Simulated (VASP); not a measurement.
# MgTe (P6_3mc) in VASP: notebook

Aim: see how the results for MgTe move with the level of theory and the settings. Levels: PBE0, r2SCAN. Tasks: single point, relaxation of the atoms.

Everything below comes from runs of VASP 6.6.1. Logs are shortened: lines on timing, memory, paths and dates and some standing lists are left out, and cuts for length are marked.

**1. The cell of the first run**

Symmetry: P6_3mc, No. 186, hexagonal system. Conventional cell: a = 4.579 Å, b = 4.579 Å, c = 7.455 Å, α = 90.00°, β = 90.00°, γ = 120.00°. Within 3.7 Å of Mg (site symmetry 3m) lie 4 Te at 2.80 to 2.81 Å. Within 3.7 Å of Te (site symmetry 3m) lie 4 Mg at 2.80 to 2.81 Å.

**2. Single point, PBE0**

File POSCAR:

```
MgTe
1.0
    4.5789285700      0.0000000000      0.0000000000
   -2.2894642900      3.9654684700      0.0000000000
    0.0000000000      0.0000000000      7.4548486100
Mg Te
2 2
Direct
    0.3333333300      0.6666666700      0.0043523900
    0.6666666700      0.3333333300      0.5043523900
    0.3333333300      0.6666666700      0.3806476100
    0.6666666700      0.3333333300      0.8806476100
```

File INCAR.step1:

```
SYSTEM = MgTe
PREC     = Accurate       ! precision mode
ENCUT    = 520            ! plane-wave cutoff, eV
EDIFF    = 1E-5           ! SCF threshold, eV
ISMEAR   = -1             ! smearing method
SIGMA    = 0.02           ! smearing width, eV
LREAL    = .False.        ! projectors in reciprocal space
LASPH    = .True.         ! aspherical terms in the spheres
NELM     = 120            ! most SCF steps
ALGO     = Normal         ! electronic algorithm
ISIF     = 2              ! what is computed and relaxed
LWAVE    = .True.         ! write WAVECAR
LCHARG   = .False.        ! write CHGCAR
NBANDS   = 16             ! bands
GGA      = PE             ! functional
GGA_COMPAT= .False.      
KPAR     = 4
```

File INCAR.step2:

```
SYSTEM = MgTe
PREC     = Accurate       ! precision mode
ENCUT    = 520            ! plane-wave cutoff, eV
EDIFF    = 1E-6           ! SCF threshold, eV
ISMEAR   = -1             ! smearing method
SIGMA    = 0.02           ! smearing width, eV
LREAL    = .False.        ! projectors in reciprocal space
LASPH    = .True.         ! aspherical terms in the spheres
NELM     = 120            ! most SCF steps
ALGO     = Normal         ! electronic algorithm
ISIF     = 2              ! what is computed and relaxed
LWAVE    = .False.        ! write WAVECAR
LCHARG   = .False.        ! write CHGCAR
GGA      = PE             ! functional
LHFCALC  = .True.         ! exact exchange
AEXX     = 0.25           ! exact-exchange fraction
PRECFOCK = Normal       
NBANDS   = 16             ! bands
ISTART   = 1            
GGA_COMPAT= .False.      
KPAR     = 4
```

File KPOINTS:

```
Automatic mesh
0
Gamma
  6 6 4
  0 0 0
```

Potentials or basis: VASP PAW PBE potentials, release 64 (Mg, Te).

The run is started by

```
$ cat potpaw_PBE.64/Mg/POTCAR potpaw_PBE.64/Te/POTCAR > POTCAR
$ cp INCAR.step1 INCAR
$ mpirun -np 4 vasp_std > vasp.out
$ cp INCAR.step2 INCAR
$ mpirun -np 4 vasp_std > vasp.out
```

OUTCAR:

```text
SYSTEM = MgTe
   PREC = Accurate
   ENCUT = 520
   EDIFF = 1E-6
   ISMEAR = -1
   LREAL = .False.
   LASPH = .True.
   NELM = 120
   ISIF = 2
   GGA = PE
   LHFCALC = .True.
   AEXX = 0.25
   PRECFOCK = Normal
   ISTART = 1

 ion  position               nearest neighbor table
   1  0.333  0.667  0.004-   4 2.80   4 2.80   4 2.80   3 2.81
   2  0.667  0.333  0.504-   3 2.80   3 2.80   3 2.80   4 2.81
   3  0.333  0.667  0.381-   2 2.80   2 2.80   2 2.80   1 2.81
   4  0.667  0.333  0.881-   1 2.80   1 2.80   1 2.80   2 2.81

  LATTYP: Found a hexagonal cell.
 ALAT       =     4.5789285700
 C/A-ratio  =     1.6280770700

  Lattice vectors:

 A1 = (   4.5789285700,   0.0000000000,   0.0000000000)
 A2 = (  -2.2894642900,   3.9654684700,   0.0000000000)
 A3 = (   0.0000000000,   0.0000000000,   7.4548486100)

Analysis of symmetry for initial positions (statically):
=====================================================================
 Subroutine PRICEL returns:
 Original cell was already a primitive cell.

 Routine SETGRP: Setting up the symmetry group for a
 hexagonal supercell.

 Subroutine GETGRP returns: Found 12 space group operations
 (whereof  6 operations were pure point group operations)
 out of a pool of 24 trial point group operations.

The static configuration has the point symmetry C_3v.
 The point group associated with its full space group is C_6v.

Analysis of symmetry for dynamics (positions and initial velocities):
=====================================================================
 Subroutine PRICEL returns:
 Original cell was already a primitive cell.

 Routine SETGRP: Setting up the symmetry group for a
 hexagonal supercell.

 Subroutine GETGRP returns: Found 12 space group operations
 (whereof  6 operations were pure point group operations)
 out of a pool of 24 trial point group operations.

The dynamic configuration has the point symmetry C_3v.
 The point group associated with its full space group is C_6v.

 Subroutine INISYM returns: Found 12 space group operations
 (whereof  6 operations are pure point group operations),
 and found     1 'primitive' translations

----------------------------------------------------------------------------------------

                                     Primitive cell

  volume of cell :     135.3621

  direct lattice vectors                    reciprocal lattice vectors
     4.578928570  0.000000000  0.000000000     0.218391701  0.126088508  0.000000000
    -2.289464290  3.965468470  0.000000000     0.000000000  0.252177015  0.000000000
     0.000000000  0.000000000  7.454848610     0.000000000  0.000000000  0.134140886

  length of vectors
     4.578928570  4.578928578  7.454848610     0.252177015  0.252177015  0.134140886

  position of ions in fractional coordinates (direct lattice)
     0.333333330  0.666666670  0.004352390
     0.666666670  0.333333330  0.504352390
     0.333333330  0.666666670  0.380647610
     0.666666670  0.333333330  0.880647610

  ion indices of the primitive-cell ions
   primitive index   ion index
                 1           1
                 2           2
                 3           3
                 4           4

----------------------------------------------------------------------------------------

 KPOINTS: Automatic mesh

Automatic generation of k-mesh.
 Grid dimensions read from file:
 generate k-points for:    6    6    4

 Generating k-lattice:

  Cartesian coordinates                     Fractional coordinates (reciprocal lattice)
     0.036398617  0.021014751  0.000000000     0.166666667  0.000000000  0.000000000
     0.000000000  0.042029502  0.000000000     0.000000000  0.166666667  0.000000000
     0.000000000  0.000000000  0.033535222     0.000000000  0.000000000  0.250000000

  Length of vectors
     0.042029502  0.042029502  0.033535222

  Shift w.r.t. Gamma in fractional coordinates (k-lattice)
     0.000000000  0.000000000  0.000000000

 Subroutine IBZKPT returns following result:
 ===========================================

 Found     21 irreducible k-points:

 Following reciprocal coordinates:
            Coordinates               Weight
  0.000000  0.000000  0.000000      1.000000
  0.166667  0.000000  0.000000      6.000000
  0.333333  0.000000  0.000000      6.000000
  0.500000 -0.000000  0.000000      3.000000
  0.166667  0.166667  0.000000      6.000000
  0.333333  0.166667  0.000000     12.000000
[... 13 lines left out ...]
  0.333333  0.166667  0.500000     12.000000
  0.333333  0.333333  0.500000      2.000000
   k-points           NKPTS =     21   k-points in BZ     NKDIM =    144   number of bands    NBANDS=     16
   number of dos      NEDOS =    301   number of ions     NIONS =      4
   total plane-waves  NPLWV =  72576
   dimension x,y,z NGX =    36 NGY =   36 NGZ =   56
   dimension x,y,z NGXF=    72 NGYF=   72 NGZF=  112
   ions per type =               2   2
   NGX,Y,Z   is equivalent  to a cutoff of  13.07, 13.07, 12.49 a.u.
   NGXF,Y,Z  is equivalent  to a cutoff of  26.14, 26.14, 24.98 a.u.
 SYSTEM =  MgTe
   PREC   = accura    normal or accurate (medium, high low for compatibility)
   ISTART =      1    job   : 0-new  1-cont  2-samecut
   ICHARG =      0    charge: 1-file 2-atom 10-const
   ISPIN  =      1    spin polarized calculation?
   LNONCOLLINEAR =      F non collinear calculations
   LSORBIT =      F    spin-orbit coupling
   LASPH  =      T    aspherical Exc in radial PAW
   ENCUT  =  520.0 eV  38.22 Ry    6.18 a.u.   8.51  8.51 13.86*2*pi/ulx,y,z
   NELM   =    120;   NELMIN=  2; NELMDL=  0     # of ELM steps
   EDIFF  = 0.1E-05   stopping-criterion for ELM
   LREAL  =      F    real-space projection
   EDIFFG = 0.1E-04   stopping-criterion for IOM
   NSW    =      0    number of steps for IOM
   IBRION =     -1    ionic relax: 0-MD 1-quasi-New 2-CG
   NFREE  =      0    steps in history (QN), initial steepest desc. (CG)
   ISIF   =      2    stress and relaxation
   ISYM   =      3    0-nonsym 1-usesym 2-fastsym
   POTIM  = 0.5000    time-step for ionic-motion
   TEBEG  =    0.0;   TEEND  =   0.0 temperature during run
   PSTRESS=    0.0 pullay stress
   NELECT =      16.0000    total number of electrons
   NUPDOWN=      -1.0000    fix difference up-down
   EMIN   =  10.00;   EMAX   =-10.00  energy-range for DOS
   EFERMI =   0.00;   METHOD = LEGACY
   ISMEAR =    -1;   SIGMA  =   0.02  broadening in eV -4-tet -1-fermi 0-gaus
   EFERMI_NEDOS =   21; number of points for ismear=-14 and -15
   IALGO  =     38    algorithm
   IMIX   =      1    mixing-type and parameters
     AMIX     =   0.40;   BMIX     =  1.00
     AMIX_MAG =   1.60;   BMIX_MAG =  1.00
  volume/ion in A,a.u.               =      33.84       228.37
  Fermi-wavevector in a.u.,A,eV,Ry     =   0.803432  1.518266  8.782600  0.645503
  Thomas-Fermi vector in A             =   1.911298
   LORBIT       =      0    0 simple, 1 ext, 2 COOP (PROOUT), +10 PAW based schemes
   GGA     = PE    functional components
   LHFCALC =     T    Hartree Fock is set to
   PRECFOCK=normal    Normal, Fast or Accurate (Low or Medium for compatibility)
   ENCUT4O =  -1.0   cutoff for four orbital integrals eV
   NKREDX  =     1    reduce k-point grid by
   NKREDY  =     1    reduce k-point grid by
   NKREDZ  =     1    reduce k-point grid by
   AEXX    =    0.2500 exact exchange contribution
   HFSCREEN=    0.0000 screening length (either q_TF or 0.3 A-1)
   HFSCREENC=   0.0000 screening length for correlation (either q_TF or 0.3 A-1)
   ENCUTFOCK=  -1.0 apply spherical cutoff to Coloumb kernel
   IVDW    =     0    specifies the selected vdW correction
   LEPSILON=     F    determine dielectric tensor
   LRPA    =     F    only Hartree local field effects (RPA)
 non-spin polarized calculation
  energy-cutoff  :      520.00
  volume of cell :      135.36
 maximum number of plane-waves:      3670
 NGX is ok and might be reduce to    36
  NGX = 28; NGY = 28; NGZ = 42

 number of electron      16.0000000 magnetization

 Free energy of the ion-electron system (eV)
  ---------------------------------------------------
  ext. energy  EPLUGINS =         0.00000000
  ---------------------------------------------------
  free energy    TOTEN  =       -16.18609755 eV

  energy without entropy =      -16.18609755  energy(sigma->0) =      -16.18609755

 E-fermi :   1.4259     XC(G=0):  -6.2135

 val. band max:        0.9708240646   @ k =   0.0000   0.0000   0.0000
 cond. band min:       4.8180494307   @ k =   0.0000   0.0000   0.0000
 fundamental gap:      3.8472253661
 Fermi energy:         1.4258653683

 k-point     1 :       0.0000    0.0000    0.0000
  band No.  band energies     occupation
      1     -10.2338      2.00000
      2      -9.5511      2.00000
      3      -2.6160      2.00000
      4       0.4277      2.00000
      5       0.4277      2.00000
      6       0.9641      2.00000
[... 8 lines left out ...]
     15       8.8885      0.00000
     16       9.8790      0.00000

 k-point     2 :       0.1667    0.0000    0.0000
  band No.  band energies     occupation
      1     -10.1032      2.00000
      2      -9.4799      2.00000
      3      -2.4239      2.00000
      4      -0.4804      2.00000
      5      -0.0204      2.00000
      6       0.1772      2.00000
[... 8 lines left out ...]
     15       8.9143      0.00000
     16       9.4504      0.00000

 k-point     3 :       0.3333    0.0000    0.0000
  band No.  band energies     occupation
      1      -9.7893      2.00000
      2      -9.3545      2.00000
      3      -2.1244      2.00000
      4      -1.5462      2.00000
      5      -1.2765      2.00000
      6      -0.2167      2.00000
[... 8 lines left out ...]
     15       9.6137      0.00000
     16      10.6105      0.00000
[... 305 lines left out ...]
 k-point    20 :       0.3333    0.1667    0.5000
  band No.  band energies     occupation
      1      -9.4525      2.00000
      2      -9.4525      2.00000
      3      -2.3223      2.00000
      4      -2.3223      2.00000
      5      -0.5963      2.00000
      6      -0.5963      2.00000
[... 8 lines left out ...]
     15      10.1123      0.00000
     16      10.1123      0.00000

 k-point    21 :       0.3333    0.3333    0.5000
  band No.  band energies     occupation
      1      -9.3860      2.00000
      2      -9.3860      2.00000
      3      -2.2784      2.00000
      4      -2.2784      2.00000
      5      -1.1473      2.00000
      6      -1.1473      2.00000
[... 8 lines left out ...]
     15       9.9914      0.00000
     16       9.9914      0.00000

------------------------ aborting loop because EDIFF is reached ----------------------------------------

  FORCE on cell =-STRESS in cart. coord.  units (eV):
  Direction    XX          YY          ZZ          XY          YZ          ZX
  --------------------------------------------------------------------------------------
  -------------------------------------------------------------------------------------
  Total       -0.2523069     -0.2523069     -0.2691838      0.0000000      0.0000000      0.0000000
  in kB       -2.9863630     -2.9863630     -3.1861207      0.0000000      0.0000000      0.0000000
  external PRESSURE =      -3.0529489 kB  Pullay stress =       0.0000000 kB

 VOLUME and BASIS-vectors are now :
 -----------------------------------------------------------------------------
  energy-cutoff  :      520.00
  volume of cell :      135.36
      direct lattice vectors                 reciprocal lattice vectors
     4.578928570  0.000000000  0.000000000     0.218391701  0.126088508  0.000000000
    -2.289464290  3.965468470  0.000000000     0.000000000  0.252177015  0.000000000
     0.000000000  0.000000000  7.454848610     0.000000000  0.000000000  0.134140886

 POSITION                                       TOTAL-FORCE (eV/Angst)
 -----------------------------------------------------------------------------------
     -0.00000      2.64365      0.03245         0.000000      0.000000     -0.002271
      2.28946      1.32182      3.75987         0.000000     -0.000000     -0.002271
     -0.00000      2.64365      2.83767        -0.000000      0.000000      0.002271
      2.28946      1.32182      6.56509         0.000000     -0.000000      0.002271
 -----------------------------------------------------------------------------------
    total drift:                                0.000003     -0.000001      0.000714

  FREE ENERGIE OF THE ION-ELECTRON SYSTEM (eV)
  ---------------------------------------------------
  free  energy   TOTEN  =       -16.1860975496 eV

  energy  without entropy=      -16.1860975496  energy(sigma->0) =      -16.18609755
```

It took 21 min on 4 MPI ranks of Intel Xeon Platinum 8375C at 2.90GHz (Ice Lake), shared host; peak memory 0.34 GiB.

What came out:

```
Free energy            : -16.1861 eV
Pressure               : -0.3 GPa
Band gap on the k mesh : 3.85 eV
```

Forces in eV/Å, atoms in the order of the input:
```
Mg   0.000  0.000 -0.002
Mg   0.000  0.000 -0.002
Te   0.000  0.000  0.002
Te   0.000  0.000  0.002
```

Levels at points of the mesh, in eV from the valence-band top:
| k point | band 6 | band 7 | band 8 | band 9 | band 10 | band 11 |
| --- | --- | --- | --- | --- | --- | --- |
| (0.00, 0.00, 0.00) | -0.01 | -0.01 | 0.00 | 3.85 | 4.44 | 6.89 |
| (0.50, 0.00, 0.00) | -1.35 | -1.08 | -0.49 | 4.62 | 5.37 | 5.75 |
| (0.00, 0.00, 0.50) | -0.29 | -0.29 | -0.29 | 4.93 | 4.93 | 7.15 |
| (0.50, 0.00, 0.50) | -0.98 | -0.97 | -0.97 | 4.66 | 4.66 | 5.79 |

Caveat: the PAW data sets were made with another functional, which shifts forces and pressure a little; spin-orbit coupling is left out, which moves the levels of the heavy elements.

**3. Relaxation of the atoms, r2SCAN**

This run uses another cell than the first one, of 35.87 Å³/atom.

File POSCAR:

```
MgTe
1.0
    4.6687342900      0.0000000000      0.0000000000
   -2.3343671400      4.0432425000      0.0000000000
    0.0000000000      0.0000000000      7.6010592300
Mg Te
2 2
Direct
    0.3333333300      0.6666666700      0.0043523900
    0.6666666700      0.3333333300      0.5043523900
    0.3333333300      0.6666666700      0.3806476100
    0.6666666700      0.3333333300      0.8806476100
```

File INCAR.step1:

```
PREC = Accurate ; ENCUT = 580
ISMEAR = -1 ; SIGMA = 0.02
LREAL = False ; LASPH = True
NELM = 120 ; GGA = PE
ALGO = Normal ; EDIFF = 1E-5
LWAVE = True ; LCHARG = False
GGA_COMPAT = False ; IBRION = 2
EDIFFG = -0.01 ; NELMIN = 4
NSW = 100
```

File INCAR.step2:

```
PREC = Accurate ; ENCUT = 580
EDIFF = 1E-7 ; ISMEAR = -1
SIGMA = 0.02 ; LREAL = False
LASPH = True ; NELM = 120
ALGO = Normal ; ISIF = 2
LWAVE = False ; LCHARG = False
METAGGA = R2SCAN ; LMIXTAU = True
IBRION = 2 ; NSW = 50
EDIFFG = -0.01 ; ISTART = 1
GGA_COMPAT = False ; NELMIN = 4
```

File KPOINTS:

```
Automatic mesh
0
Gamma
  6 6 4
```

Potentials or basis: VASP PAW PBE potentials, release 64 (Mg, Te).

The run is started by

```
$ cat potpaw_PBE.64/Mg/POTCAR potpaw_PBE.64/Te/POTCAR > POTCAR
$ cp INCAR.step1 INCAR
$ mpirun -np 1 vasp_std > vasp.out
$ cp INCAR.step2 INCAR
$ mpirun -np 1 vasp_std > vasp.out
```

Wall time 5.1 min (1 thread of Oxide Virtual Turin-like, shared host); peak memory 0.32 GiB.

It converged, with:

```yaml
Free_energy: -63.3044 eV
Pressure_after_relaxing: -2.1 GPa
Band_gap_on_the_k_mesh: 2.86 eV
```

Final structure:
```cif
data_structure
_symmetry_space_group_name_H-M 'P 1'
_symmetry_Int_Tables_number 1
_cell_length_a 4.6687
_cell_length_b 4.6687
_cell_length_c 7.6011
_cell_angle_alpha 90.000
_cell_angle_beta 90.000
_cell_angle_gamma 120.000
_cell_volume 143.48
loop_
_atom_site_label
_atom_site_type_symbol
_atom_site_fract_x
_atom_site_fract_y
_atom_site_fract_z
_atom_site_occupancy
Mg1 Mg 0.33333 0.66667 0.00435 1
Mg2 Mg 0.66667 0.33333 0.50435 1
Te1 Te 0.33333 0.66667 0.38065 1
Te2 Te 0.66667 0.33333 0.88065 1
```

Levels at points of the mesh, in eV from the valence-band top:
```tsv
k point	band 6	band 7	band 8	band 9	band 10	band 11
(0.00, 0.00, 0.00)	0.00	0.00	0.00	2.86	3.43	5.72
(0.50, 0.00, 0.00)	-1.14	-0.90	-0.41	3.63	4.31	4.62
(0.00, 0.00, 0.50)	-0.24	-0.24	-0.24	3.87	3.87	5.98
(0.50, 0.00, 0.50)	-0.83	-0.82	-0.82	3.65	3.65	4.74
```

Caveat: the PAW data sets were made with another functional, which shifts forces and pressure a little; spin-orbit coupling is left out, which moves the levels of the heavy elements. r2SCAN opens gaps a little over a GGA but as a rule still falls short of measured ones.
